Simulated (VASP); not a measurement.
# Ta (P6_3/mmc) in VASP: notebook

The runs below take Ta through single point, relaxation of cell and atoms, with LDA.

Everything below comes from runs of VASP 6.6.1. Logs are shortened: lines on timing, memory, paths and dates and some standing lists are left out, and cuts for length are marked.

## 1. The cell of the first run

The structure is hexagonal, space group P6_3/mmc (No. 194). The conventional cell has a = 2.826 Å, b = 2.826 Å, c = 5.063 Å, α = 90.00°, β = 90.00°, γ = 120.00°. Within 3.7 Å of Ta (site symmetry -6m2) lie 12 Ta at 2.83 to 3.01 Å.

This isn't the form of Ta at room conditions, which is bcc.

## 2. Single point, LDA

INCAR reads:

```
PREC = Accurate
ENCUT = 520
EDIFF = 1E-6
ISMEAR = 0
SIGMA = 0.1
LREAL = F
LASPH = T
NELM = 100
ALGO = Normal
ISIF = 2
LWAVE = F
LCHARG = F
GGA = CA
NBANDS = 18
```

KPOINTS reads:

```
Automatic mesh
0
Gamma
  11 11 5
```

POSCAR reads:

```
Ta
1.0
    2.8262634934      0.0000000000      0.0000000000
   -1.4131317467      2.4476159831      0.0000000000
    0.0000000000      0.0000000000      5.0626484351
Ta
2
Direct
    0.6666666667      0.3333333333      0.7500000000
    0.3333333333      0.6666666667      0.2500000000
```

Potentials or basis: VASP PAW LDA potentials, release 64 (Ta_pv).

Launch:

```console
$ cat potpaw_LDA.64/Ta_pv/POTCAR > POTCAR
$ mpirun -np 1 vasp_std > vasp.out
```

OUTCAR:

```text
PREC = Accurate
   ENCUT = 520
   EDIFF = 1E-6
   ISMEAR = 0
   LREAL = F
   LASPH = T
   NELM = 100
   ISIF = 2
   GGA = CA

 ion  position               nearest neighbor table
   1  0.667  0.333  0.750-   2 3.01   2 3.01   2 3.01   2 3.01   2 3.01   2 3.01
   2  0.333  0.667  0.250-   1 3.01   1 3.01   1 3.01   1 3.01   1 3.01   1 3.01

  LATTYP: Found a hexagonal cell.
 ALAT       =     2.8262634934
 C/A-ratio  =     1.7912867809

  Lattice vectors:

 A1 = (   2.8262634934,   0.0000000000,   0.0000000000)
 A2 = (  -1.4131317467,   2.4476159831,   0.0000000000)
 A3 = (   0.0000000000,   0.0000000000,   5.0626484351)

Analysis of symmetry for initial positions (statically):
=====================================================================
 Subroutine PRICEL returns:
 Original cell was already a primitive cell.

 Routine SETGRP: Setting up the symmetry group for a
 hexagonal supercell.

 Subroutine GETGRP returns: Found 24 space group operations
 (whereof 12 operations were pure point group operations)
 out of a pool of 24 trial point group operations.

The static configuration has the point symmetry D_3d.
 The point group associated with its full space group is D_6h.

Analysis of symmetry for dynamics (positions and initial velocities):
=====================================================================
 Subroutine PRICEL returns:
 Original cell was already a primitive cell.

 Routine SETGRP: Setting up the symmetry group for a
 hexagonal supercell.

 Subroutine GETGRP returns: Found 24 space group operations
 (whereof 12 operations were pure point group operations)
 out of a pool of 24 trial point group operations.

The dynamic configuration has the point symmetry D_3d.
 The point group associated with its full space group is D_6h.

 Subroutine INISYM returns: Found 24 space group operations
 (whereof 12 operations are pure point group operations),
 and found     1 'primitive' translations

----------------------------------------------------------------------------------------

                                     Primitive cell

  volume of cell :      35.0214

  direct lattice vectors                    reciprocal lattice vectors
     2.826263493  0.000000000  0.000000000     0.353824052  0.204280411  0.000000000
    -1.413131747  2.447615983  0.000000000     0.000000000  0.408560823  0.000000000
     0.000000000  0.000000000  5.062648435     0.000000000  0.000000000  0.197525073

  length of vectors
[... 82 lines left out ...]
   EDIFF  = 0.1E-05   stopping-criterion for ELM
   LREAL  =      F    real-space projection
   EDIFFG = 0.1E-04   stopping-criterion for IOM
   NSW    =      0    number of steps for IOM
   IBRION =     -1    ionic relax: 0-MD 1-quasi-New 2-CG
   NFREE  =      0    steps in history (QN), initial steepest desc. (CG)
   ISIF   =      2    stress and relaxation
   ISYM   =      2    0-nonsym 1-usesym 2-fastsym
   POTIM  = 0.5000    time-step for ionic-motion
   TEBEG  =    0.0;   TEEND  =   0.0 temperature during run
   PSTRESS=    0.0 pullay stress
   NELECT =      22.0000    total number of electrons
   NUPDOWN=      -1.0000    fix difference up-down
   EMIN   =  10.00;   EMAX   =-10.00  energy-range for DOS
   EFERMI =   0.00;   METHOD = LEGACY
   ISMEAR =     0;   SIGMA  =   0.10  broadening in eV -4-tet -1-fermi 0-gaus
   EFERMI_NEDOS =   21; number of points for ismear=-14 and -15
   IALGO  =     38    algorithm
   IMIX   =      4    mixing-type and parameters
     AMIX     =   0.40;   BMIX     =  1.00
     AMIX_MAG =   1.60;   BMIX_MAG =  1.00
  volume/ion in A,a.u.               =      17.51       118.17
  Fermi-wavevector in a.u.,A,eV,Ry     =   1.402075  2.649537 26.746517  1.965814
  Thomas-Fermi vector in A             =   2.524873
   LORBIT       =      0    0 simple, 1 ext, 2 COOP (PROOUT), +10 PAW based schemes
   GGA     = CA    functional components
   LHFCALC =     F    Hartree Fock is set to
   AEXX    =    0.0000 exact exchange contribution
   IVDW    =     0    specifies the selected vdW correction
   LEPSILON=     F    determine dielectric tensor
   LRPA    =     F    only Hartree local field effects (RPA)
 non-spin polarized calculation
 Gauss-broadening in eV      SIGMA  =   0.10
  energy-cutoff  :      520.00
  volume of cell :       35.02
 maximum number of plane-waves:       955
 NGX is ok and might be reduce to    24
   NGX = 11   NGY = 11   NGZ = 19

 number of electron      21.9999999 magnetization

 Free energy of the ion-electron system (eV)
  ---------------------------------------------------
  ext. energy  EPLUGINS =         0.00000000
  ---------------------------------------------------
  free energy    TOTEN  =       -25.06289018 eV

  energy without entropy =      -25.05396652  energy(sigma->0) =      -25.05842835

 E-fermi :   6.0822     XC(G=0): -12.9269

 val. band max:        6.0300390370   @ k =   0.1818   0.1818   0.0000
 cond. band min:       6.0831539948   @ k =   0.3636   0.1818   0.0000
 fundamental gap:      0.0531149577
 Fermi energy:         6.0821505709

 k-point     1 :       0.0000    0.0000    0.0000
  band No.  band energies     occupation
      1     -28.3182      2.00000
      2     -27.2755      2.00000
      3     -27.1301      2.00000
      4     -27.1301      2.00000
      5     -27.0285      2.00000
      6     -27.0285      2.00000
[... 481 lines left out ...]
      5     -27.2858      2.00000
      6     -27.1984      2.00000
[... 10 lines left out ...]
     17      11.4514      0.00000
     18      13.3319      0.00000

 [... further k-points ...]

------------------------ aborting loop because EDIFF is reached ----------------------------------------

  FORCE on cell =-STRESS in cart. coord.  units (eV):
  Direction    XX          YY          ZZ          XY          YZ          ZX
  --------------------------------------------------------------------------------------
  -------------------------------------------------------------------------------------
  Total        0.6306252      0.6306252      0.6101038      0.0000000     -0.0000000      0.0000000
  in kB       28.8501586     28.8501586     27.9113344      0.0000000     -0.0000000      0.0000000
  external PRESSURE =      28.5372172 kB  Pullay stress =       0.0000000 kB

 VOLUME and BASIS-vectors are now :
 -----------------------------------------------------------------------------
  energy-cutoff  :      520.00
  volume of cell :       35.02
      direct lattice vectors                 reciprocal lattice vectors
     2.826263493  0.000000000  0.000000000     0.353824052  0.204280411  0.000000000
    -1.413131747  2.447615983  0.000000000     0.000000000  0.408560823  0.000000000
     0.000000000  0.000000000  5.062648435     0.000000000  0.000000000  0.197525073

 POSITION                                       TOTAL-FORCE (eV/Angst)
 -----------------------------------------------------------------------------------
      1.41313      0.81587      3.79699        -0.000000      0.000000      0.000000
     -0.00000      1.63174      1.26566         0.000000     -0.000000      0.000000
 -----------------------------------------------------------------------------------
    total drift:                               -0.000000      0.000000     -0.000000

  FREE ENERGIE OF THE ION-ELECTRON SYSTEM (eV)
  ---------------------------------------------------
  free  energy   TOTEN  =       -25.0628901826 eV

  energy  without entropy=      -25.0539665162  energy(sigma->0) =      -25.05842835
```

stdout:

```text
POSCAR found type information on POSCAR Ta
 POSCAR found :  1 types and       2 ions
 scaLAPACK will be used
 LDA part: xc-table for (Slater(with rela. corr.)+CA(PZ))
 , standard interpolation
 POSCAR, INCAR and KPOINTS ok, starting setup
 FFT: planning ... GRIDC
 FFT: planning ... GRID_SOFT
 FFT: planning ... GRID
 WAVECAR not read
 entering main loop
```

Run time: 27 s. Hardware: 1 thread of Intel Xeon 8259CL, shared host; peak memory 0.16 GiB.

What came out:

- Free energy: -25.0629 eV
- Pressure: 2.9 GPa
- Band gap on the k mesh: zero (bands 11 and 12 overlap by 1.81 eV)

Caveat: spin-orbit coupling is left out, which moves the levels of the heavy elements.

## 3. Relaxation of cell and atoms, LDA, target pressure -2 GPa, at which the enthalpy is minimised

This run uses another cell than the first one, of 18.82 Å³/atom.

INCAR reads:

```
SYSTEM = Ta
ALGO = Normal
EDIFF = 1E-7
EDIFFG = -0.005
ENCUT = 600
GGA = CA
IBRION = 2
ISIF = 3
ISMEAR = 0
LASPH = .TRUE.
LCHARG = .FALSE.
LREAL = .FALSE.
LWAVE = .FALSE.
NELM = 100
NSW = 80
PREC = Accurate
PSTRESS = -20.0
SIGMA = 0.1
```

KPOINTS reads:

```
k-points
0
G
  11 11 5
  0 0 0
```

POSCAR reads:

```
Ta
1.0
    2.9003720000      0.0000000000      0.0000000000
   -1.4501860000      2.5117958324      0.0000000000
    0.0000000000      0.0000000000      5.1662740000
Ta
2
Direct
    0.6666670000      0.3333330000      0.7500000000
    0.3333330000      0.6666670000      0.2500000000
```

Potentials or basis: VASP PAW LDA potentials, release 64 (Ta_pv).

Launch:

```console
$ cat potpaw_LDA.64/Ta_pv/POTCAR > POTCAR
$ mpirun -np 1 vasp_std > vasp.out
```

It took 3.3 min on 1 thread of Intel Xeon 8259CL, shared host; peak memory 0.17 GiB.

It converged, with:

```
Free energy                                                : -25.0654 eV
Relaxed volume                                             : 17.91 Å³/atom
Relaxed cell                                               : a = 2.846 Å, b = 2.846 Å, c = 5.109 Å, α = 90.00°, β = 90.00°, γ = 120.00°
Space group after relaxing (to 0.1 Å)                      : P6_3/mmc (No. 194)
Energy change on relaxing (the run minimises the enthalpy) : -39.8 meV/atom
Ionic steps                                                : 9
Pressure after relaxing                                    : -2.0 GPa
Band gap on the k mesh                                     : zero (bands 11 and 12 overlap by 1.73 eV)
```

The path:
```
step  energy change (eV)  largest force (eV/Å)  pressure (GPa)  volume (Å³)
   1              0.0000                0.0000          -11.35        37.64
   2              0.2079                0.0000           27.86        31.96
   3             -0.0784                0.0000           -2.48        35.90
   4             -0.0796                0.0000           -2.02        35.82
   5             -0.0800                0.0000           -1.81        35.79
   6             -0.0789                0.0000           -2.30        35.88
   7             -0.0794                0.0000           -2.11        35.85
   8             -0.0798                0.0000           -1.89        35.81
   9             -0.0796                0.0000           -2.01        35.83
```

Final structure:
```
Ta
1.0
     2.84571    0.00000    0.00000
    -1.42285    2.46446    0.00000
     0.00000    0.00000    5.10882
Ta
2
Direct
  0.66667 0.33333 0.75000
  0.33333 0.66667 0.25000
```

Levels at points of the mesh, in eV from the Fermi level:
```csv
k point,band 8,band 9,band 10,band 11,band 12,band 13,band 14,band 15
"(0.00, 0.00, 0.00)",-5.08,-0.77,0.09,0.54,0.54,1.12,1.12,3.09
```

Caveat: the cell is relaxed towards a set pressure, so the run minimises the enthalpy, not the energy; spin-orbit coupling is left out, which moves the levels of the heavy elements.

## 4. Relaxation of cell and atoms, LDA

This run uses another cell than the first one, of 18.82 Å³/atom.

INCAR reads:

```
PREC     = Accurate       # precision mode
ENCUT    = 600            # plane-wave cutoff, eV
EDIFF    = 1E-6           # SCF threshold, eV
ISMEAR   = 0              # smearing method
SIGMA    = 0.1            # smearing width, eV
LREAL    = F              # projectors in reciprocal space
LASPH    = T              # aspherical terms in the spheres
NELM     = 80             # most SCF steps
ALGO     = Normal         # electronic algorithm
ISIF     = 3              # what is computed and relaxed
LWAVE    = F              # write WAVECAR
LCHARG   = F              # write CHGCAR
IBRION   = 2              # ionic algorithm
NSW      = 80             # ionic steps
EDIFFG   = -0.005         # ionic threshold
```

KPOINTS reads:

```
Automatic mesh
0
Gamma
  11 11 5
```

POSCAR is that of step 3.

Launch:

```console
$ cat potpaw_LDA.64/Ta_pv/POTCAR > POTCAR
$ mpirun -np 1 vasp_std > vasp.out
```

Wall time 3.6 min (1 thread of Intel Xeon 8259CL, shared host); peak memory 0.17 GiB.

Results (log left out):

```yaml
Free_energy: -25.0676 eV
Relaxed_volume: 17.74 Å³/atom
Relaxed_cell: a = 2.838 Å, b = 2.838 Å, c = 5.089 Å, α = 90.00°, β = 90.00°, γ = 120.00°
Space_group_after_relaxing_to_0.1_Å: P6_3/mmc (No. 194)
Energy_gained_by_relaxing: 40.9 meV/atom
Ionic_steps: 14
Pressure_after_relaxing: 0.0 GPa
Band_gap_on_the_k_mesh: zero (bands 11 and 12 overlap by 1.77 eV)
```

Step by step:
| step | energy change (eV) | largest force (eV/Å) | pressure (GPa) | volume (Å³) |
| --- | --- | --- | --- | --- |
| 1 | 0.0000 | 0.0000 | -11.38 | 37.64 |
| 2 | 0.4490 | 0.0000 | 39.60 | 30.81 |
| 3 | -0.0813 | 0.0000 | -0.86 | 35.63 |
| 4 | -0.0817 | 0.0000 | -0.08 | 35.50 |
| 5 | -0.0817 | 0.0000 | 0.17 | 35.46 |
| 6 | -0.0817 | 0.0000 | -0.34 | 35.54 |
| 7 | -0.0818 | 0.0000 | -0.13 | 35.50 |
| 8 | -0.0818 | 0.0000 | -0.03 | 35.49 |
| 9 | -0.0818 | 0.0000 | 0.01 | 35.49 |
| 10 | -0.0818 | 0.0000 | -0.04 | 35.49 |
| 11 | -0.0818 | 0.0000 | -0.04 | 35.49 |
| 12 | -0.0818 | 0.0000 | -0.04 | 35.50 |
| 13 | -0.0818 | 0.0000 | 0.02 | 35.48 |
| 14 | -0.0818 | 0.0000 | 0.00 | 35.49 |

Final structure:
```xyz
2
Lattice="2.8377 0.0000 0.0000 -1.4188 2.4575 0.0000 0.0000 0.0000 5.0888" Properties=species:S:1:pos:R:3 pbc="T T T"
Ta    1.4188    0.8192    3.8166
Ta    0.0000    1.6383    1.2722
```

Levels at points of the mesh, in eV from the Fermi level:
| k point | band 7 | band 8 | band 9 | band 10 | band 11 | band 12 | band 13 | band 14 | band 15 |
| --- | --- | --- | --- | --- | --- | --- | --- | --- | --- |
| (0.00, 0.00, 0.00) | -8.33 | -5.11 | -0.77 | 0.13 | 0.54 | 0.54 | 1.13 | 1.13 | 3.11 |

Caveat: spin-orbit coupling is left out, which moves the levels of the heavy elements.

(Continued in part 2 of 2.)
